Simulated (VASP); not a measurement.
A run of VASP 6.6.1 is set up as follows.

The input INCAR:

```
SYSTEM = AlCd2
  PREC = Accurate
  ENCUT = 520
  EDIFF = 1E-6
  ISMEAR = 0
  SIGMA = 0.1
  LREAL = .False.
  LASPH = .True.
  NELM = 100
  ALGO = Fast
  ISIF = 2
  LWAVE = .False.
  LCHARG = .True.
  GGA = PE
  LELF = .True.
  LVHAR = .True.
  NBANDS = 36
```

Contents of KPOINTS:

```
Automatic mesh
0
Gamma
  6 6 2
  0 0 0
```

The input POSCAR:

```
AlCd2
1.0
    3.2710435271      0.0000000000      0.0000000000
   -1.6355217636      2.8328067914      0.0000000000
    0.0000000000      0.0000000000     12.7230179655
Al Cd
2 4
Direct
    0.3333333333      0.6666666667      0.2500000000
    0.6666666667      0.3333333333      0.7500000000
    0.3333333333      0.6666666667      0.6275000000
    0.6666666667      0.3333333333      0.1275000000
    0.3333333333      0.6666666667      0.8725000000
    0.6666666667      0.3333333333      0.3725000000
```

Potentials or basis: VASP PAW PBE potentials, release 64 (Al, Cd).

Launch:

```bash
$ cat potpaw_PBE.64/Al/POTCAR potpaw_PBE.64/Cd/POTCAR > POTCAR
$ mpirun -np 1 vasp_std > vasp.out
```

**Question.** Predict the largest force.

**Answer.** 4.243 eV/Å.

**Question.** What does it give for the band gap on the k mesh?

**Answer.** Zero (bands 27 and 28 overlap by 4.23 eV).

**Question.** Predict the pressure.

**Answer.** 25.2 GPa.

Stress tensor (GPa, compression positive):
```
23.18  0.00  0.00
 0.00 23.18  0.00
 0.00  0.00 29.30
```

Caveat: the k points lie up to 0.37 Å⁻¹ apart, too coarse for converged energies and pressures of a metal; forces of over 1 eV/Å act on the atoms, so gaps and moduli don't describe the material at rest.
